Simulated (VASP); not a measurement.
SnSe: single point with PBEsol

SnSe:

```
CELL_PARAMETERS angstrom
0.00000 2.95789 2.97275
2.97275 0.00000 2.97275
2.97275 2.95789 0.00000
ATOMIC_POSITIONS crystal
Sn 0.00000 0.00000 0.00000
Se 0.50000 0.50000 0.50000
```

This cell differs from its parent crystal: strain -0.0050 x Voigt [0, 1, 0, 0, 0, 0].

```json
{
  "Program": "VASP 6.6.1",
  "Task": "single point",
  "Functional": "PBEsol",
  "Potentials or basis": "VASP PAW PBE potentials, release 64 (Sn_d, Se)",
  "Cutoff": "520 eV",
  "k mesh": "8 × 8 × 8",
  "Occupations": "gaussian, width 0.05 eV",
  "Spin": "no spin polarisation",
  "Dipole correction": "no",
  "Further INCAR settings": "ALGO = Normal; EDIFF = 1e-06; NBANDS = 17"
}
```

```yaml
Pressure: 0.3 GPa
Band_gap_on_the_k_mesh: 0.75 eV, indirect (least direct gap 0.84 eV)
```

Stress tensor (GPa, compression positive):
```
0.07 0.00 0.00
0.00 0.77 0.00
0.00 0.00 0.07
```

Levels at points of the mesh, in eV from the valence-band top:
```csv
k point,band 6,band 7,band 8,band 9,band 10,band 11,band 12,band 13,band 14,band 15
"(0.00, 0.00, 0.00)",-14.06,-4.85,-2.22,-2.17,-2.17,4.52,4.52,4.65,5.86,5.86
"(0.50, 0.00, 0.00)",-13.02,-8.19,-1.94,-1.93,0.00,0.84,1.29,1.32,8.36,10.31
"(0.50, 0.50, 0.00)",-12.71,-5.93,-5.68,-3.76,-3.70,2.90,5.62,5.75,6.30,10.71
"(0.50, 0.00, 0.50)",-12.69,-5.95,-5.69,-3.74,-3.74,2.88,5.66,5.66,6.37,10.71
```

Wall time 52 s on 1 thread of Intel Xeon 8259CL, with other jobs on the host, peak memory 0.21 GiB.

Caveat: the cell differs from its parent crystal (strain -0.0050 x Voigt [0, 1, 0, 0, 0, 0]); the PAW data sets were made with another functional, which shifts forces and pressure a little; spin-orbit coupling is left out, which moves the levels of the heavy elements. A k mesh can miss the band edges.
